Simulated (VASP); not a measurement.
# SnS (Pnma) in VASP: notebook, part 2 of 2

VASP 6.6.1.

## (4) Single point, PBEsol (strain +0.0400 x Voigt [0, 1, 0, 0, 0, 0])

INCAR

```
SYSTEM = SnS
ALGO = Normal
EDIFF = 1E-6
ENCUT = 500
GGA = PS
GGA_COMPAT = .FALSE.
ISIF = 2
ISMEAR = 0
LASPH = .TRUE.
LCHARG = .TRUE.
LELF = .TRUE.
LREAL = .FALSE.
LVHAR = .TRUE.
LWAVE = .FALSE.
NBANDS = 50
NELM = 120
PREC = Accurate
SIGMA = 0.05
```

KPOINTS

```
k-points
0
G
  4 8 6
  0 0 0
```

POSCAR

```
SnS
1.0
   11.0967523774      0.0000000000      0.0000000000
    0.0000000000      4.1437845780      0.0000000000
    0.0000000000      0.0000000000      4.2315428581
Sn S
4 4
Direct
    0.1185767382      0.2500000000      0.1101694999
    0.3814232618      0.7500000000      0.6101694999
    0.6185767382      0.2500000000      0.3898305001
    0.8814232618      0.7500000000      0.8898305001
    0.8533462424      0.2500000000      0.4747534667
    0.6466537576      0.7500000000      0.9747534667
    0.3533462424      0.2500000000      0.0252465333
    0.1466537576      0.7500000000      0.5252465333
```

Potentials or basis: VASP PAW PBE potentials, release 64 (Sn_d, S).

Command:

```sh
$ cat potpaw_PBE.64/Sn_d/POTCAR potpaw_PBE.64/S/POTCAR > POTCAR
$ mpirun -np 1 vasp_std > vasp.out
```

OUTCAR:

```text
SYSTEM = SnS
   EDIFF = 1E-6
   ENCUT = 500
   GGA = PS
   ISIF = 2
   ISMEAR = 0
   LASPH = .TRUE.
   LREAL = .FALSE.
   NELM = 120
   PREC = Accurate

 ion  position               nearest neighbor table
   1  0.119  0.250  0.110-   7 2.63   8 2.73   8 2.73   8 3.24   8 3.24   4 3.48   4 3.48
   2  0.381  0.750  0.610-   8 2.63   7 2.73   7 2.73   7 3.24   7 3.24   3 3.48   3 3.48
   3  0.619  0.250  0.390-   5 2.63   6 2.73   6 2.73   6 3.24   6 3.24   2 3.48   2 3.48
   4  0.881  0.750  0.890-   6 2.63   5 2.73   5 2.73   5 3.24   5 3.24   1 3.48   1 3.48
   5  0.853  0.250  0.475-   3 2.63   4 2.73   4 2.73   4 3.24   4 3.24
   6  0.647  0.750  0.975-   4 2.63   3 2.73   3 2.73   3 3.24   3 3.24
   7  0.353  0.250  0.025-   1 2.63   2 2.73   2 2.73   2 3.24   2 3.24
   8  0.147  0.750  0.525-   2 2.63   1 2.73   1 2.73   1 3.24   1 3.24
[... 1490 lines left out ...]
  external PRESSURE =     -22.7576809 kB  Pullay stress =       0.0000000 kB

 VOLUME and BASIS-vectors are now :
 -----------------------------------------------------------------------------
  energy-cutoff  :      500.00
  volume of cell :      194.58
      direct lattice vectors                 reciprocal lattice vectors
    11.096752377  0.000000000  0.000000000     0.090116456  0.000000000  0.000000000
     0.000000000  4.143784578  0.000000000     0.000000000  0.241325286  0.000000000
     0.000000000  0.000000000  4.231542858     0.000000000  0.000000000  0.236320423

 POSITION                                       TOTAL-FORCE (eV/Angst)
 -----------------------------------------------------------------------------------
      1.31582      1.03595      0.46619         0.113871     -0.000000      0.098902
      4.23256      3.10784      2.58196        -0.113871      0.000000      0.098902
      6.86419      1.03595      1.64958         0.113871     -0.000000     -0.098902
      9.78094      3.10784      3.76536        -0.113871      0.000000     -0.098902
      9.46937      1.03595      2.00894        -0.007155     -0.000000      0.118291
      7.17576      3.10784      4.12471         0.007155     -0.000000      0.118291
      3.92100      1.03595      0.10683        -0.007155      0.000000     -0.118291
      1.62738      3.10784      2.22260         0.007155      0.000000     -0.118291
 -----------------------------------------------------------------------------------
    total drift:                                0.000000      0.000000     -0.000000

  FREE ENERGIE OF THE ION-ELECTRON SYSTEM (eV)
  ---------------------------------------------------
  free  energy   TOTEN  =       -38.2997036689 eV

  energy  without entropy=      -38.2997036689  energy(sigma->0) =      -38.29970367
```

OSZICAR:

```text
N       E                     dE             d eps       ncg     rms          rms(c)
DAV:   1     0.880540327738E+03    0.88054E+03   -0.36052E+04  6402   0.209E+03
DAV:   2     0.120077670687E+03   -0.76046E+03   -0.73569E+03  6008   0.599E+02
DAV:   3    -0.277398348599E+02   -0.14782E+03   -0.14034E+03  7098   0.207E+02
DAV:   4    -0.389972662805E+02   -0.11257E+02   -0.11022E+02  7206   0.572E+01
DAV:   5    -0.394591289134E+02   -0.46186E+00   -0.46013E+00  7408   0.120E+01    0.109E+01
DAV:   6    -0.383188120573E+02    0.11403E+01   -0.22444E+00  8438   0.801E+00    0.708E+00
DAV:   7    -0.383121334339E+02    0.66786E-02   -0.81085E-01  7848   0.332E+00    0.225E+00
DAV:   8    -0.382998254205E+02    0.12308E-01   -0.89218E-02  8148   0.183E+00    0.474E-01
DAV:   9    -0.382996505507E+02    0.17487E-03   -0.10891E-02  7404   0.602E-01    0.132E-01
DAV:  10    -0.382996681204E+02   -0.17570E-04   -0.94937E-04  8470   0.171E-01    0.875E-02
DAV:  11    -0.382997252871E+02   -0.57167E-04   -0.34548E-04  7970   0.983E-02    0.334E-02
DAV:  12    -0.382997022540E+02    0.23033E-04   -0.76844E-05  7958   0.500E-02    0.109E-02
DAV:  13    -0.382997037153E+02   -0.14613E-05   -0.90110E-06  5740   0.119E-02    0.423E-03
DAV:  14    -0.382997036689E+02    0.46441E-07   -0.44421E-07  3812   0.461E-03
   1 F= -.38299704E+02 E0= -.38299704E+02  d E =-.213007E-11
```

stdout:

```text
POSCAR found type information on POSCAR SnS
 POSCAR found :  2 types and       8 ions
 scaLAPACK will be used
 -----------------------------------------------------------------------------
|                                                                             |
|                                                                             |
|     You enforced a specific xc type in the INCAR file but a different       |
|     I HOPE YOU KNOW WHAT YOU ARE DOING!                                     |
|                                                                             |
 -----------------------------------------------------------------------------

 LDA part: xc-table for (Slater+PW92), standard interpolation
 POSCAR, INCAR and KPOINTS ok, starting setup
 FFT: planning ... GRIDC
 FFT: planning ... GRID_SOFT
 FFT: planning ... GRID
 WAVECAR not read
 entering main loop
```

It took 11 min on 1 thread of Intel Xeon 8259CL, shared host; peak memory 0.52 GiB.

Results:

```
Free energy            : -38.2997 eV
Pressure               : -2.3 GPa
Largest force          : 0.151 eV/Å
Band gap on the k mesh : 1.05 eV
```

Forces on the atoms (eV/Å):
```
Sn   0.114  0.000  0.099
Sn  -0.114  0.000  0.099
Sn   0.114  0.000 -0.099
Sn  -0.114  0.000 -0.099
S   -0.007  0.000  0.118
S    0.007  0.000  0.118
S   -0.007  0.000 -0.118
S    0.007  0.000 -0.118
```

Caveat: the cell differs from its parent crystal (strain +0.0400 x Voigt [0, 1, 0, 0, 0, 0]); the PAW data sets were made with another functional, which shifts forces and pressure a little; spin-orbit coupling is left out, which moves the levels of the heavy elements.

## (5) Single point, PBEsol (strain -0.0400 x Voigt [0, 1, 0, 0, 0, 0])

INCAR, as its differences from that of step 4:

```diff
@@ -9,6 +9,4 @@
 LASPH = .TRUE.
-LCHARG = .TRUE.
-LELF = .TRUE.
+LCHARG = .FALSE.
 LREAL = .FALSE.
-LVHAR = .TRUE.
 LWAVE = .FALSE.
```

KPOINTS is that of step 4.

POSCAR, as its differences from that of step 4:

```diff
@@ -3,3 +3,3 @@
    11.0967523774      0.0000000000      0.0000000000
-    0.0000000000      4.1437845780      0.0000000000
+    0.0000000000      3.8250319182      0.0000000000
     0.0000000000      0.0000000000      4.2315428581
```

Command:

```sh
$ cat potpaw_PBE.64/Sn_d/POTCAR potpaw_PBE.64/S/POTCAR > POTCAR
$ mpirun -np 1 vasp_std > vasp.out
```

Run time: 9.6 min. Hardware: 1 thread of Intel Xeon 8259CL, shared host; peak memory 0.49 GiB.

It converged, with:

```yaml
Free_energy: -38.2787 eV
Pressure: 2.9 GPa
Largest_force: 0.201 eV/Å
Band_gap_on_the_k_mesh: 0.19 eV (least direct gap 1.06 eV)
```

Forces on the atoms (eV/Å):
```
Sn  -0.126  0.000 -0.156
Sn   0.126  0.000 -0.156
Sn  -0.126  0.000  0.156
Sn   0.126  0.000  0.156
S    0.008  0.000 -0.174
S   -0.008  0.000 -0.174
S    0.008  0.000  0.174
S   -0.008  0.000  0.174
```

Stress tensor (GPa, compression positive):
```
1.11 0.00 0.00
0.00 4.71 0.00
0.00 0.00 2.91
```

Levels at points of the mesh, in eV from the valence-band top:
```csv
k point,band 38,band 39,band 40,band 41,band 42,band 43
"(0.00, 0.00, 0.00)",-1.76,-1.31,-0.87,0.19,2.53,2.75
"(0.50, 0.00, 0.00)",-2.56,-1.06,-1.06,2.27,2.27,2.37
"(0.00, 0.50, 0.00)",-1.48,-1.17,-1.17,0.57,0.57,1.37
"(0.50, 0.50, 0.00)",-1.43,-1.43,-1.43,1.13,1.13,1.13
"(0.00, 0.00, 0.50)",-1.32,-0.10,-0.10,1.34,1.34,1.81
"(0.50, 0.00, 0.50)",-1.01,0.00,0.00,1.18,1.18,1.70
"(0.00, 0.50, 0.50)",-2.99,-2.03,-2.03,2.35,2.35,2.62
"(0.50, 0.50, 0.50)",-2.22,-2.22,-2.22,2.10,2.10,2.10
```

Caveat: the cell differs from its parent crystal (strain -0.0400 x Voigt [0, 1, 0, 0, 0, 0]); the PAW data sets were made with another functional, which shifts forces and pressure a little; spin-orbit coupling is left out, which moves the levels of the heavy elements. A k mesh can miss the band edges.

## (6) The runs side by side

| cell | gap on the mesh (eV) | pressure (GPa) | largest force (eV/Å) |
| --- | --- | --- | --- |
| a = 11.097, b = 4.024, c = 4.232 Å, 8 atoms | 0.86 | -0.6 | 0.03 |
| a = 11.097, b = 3.945, c = 4.232 Å, 8 atoms | 0.60 | 0.7 | 0.05 |
| a = 11.097, b = 4.144, c = 4.232 Å, 8 atoms | 1.05 | -2.3 | 0.15 |
| a = 11.097, b = 3.825, c = 4.232 Å, 8 atoms | 0.19 | 2.9 | 0.20 |

Alike in all rows: task single point; level PBEsol; potentials or basis VASP PAW PBE potentials, release 64 (Sn_d, S); no spin polarisation; k mesh 4 × 8 × 6; cutoff (eV) 500; smearing gaussian 0.05 eV.

Caveats: the PAW data sets were made with another functional, which shifts forces and pressure a little; spin-orbit coupling is left out, which moves the levels of the heavy elements.

Total energies depend on the potentials used, so only differences within one code and one set of settings carry meaning.
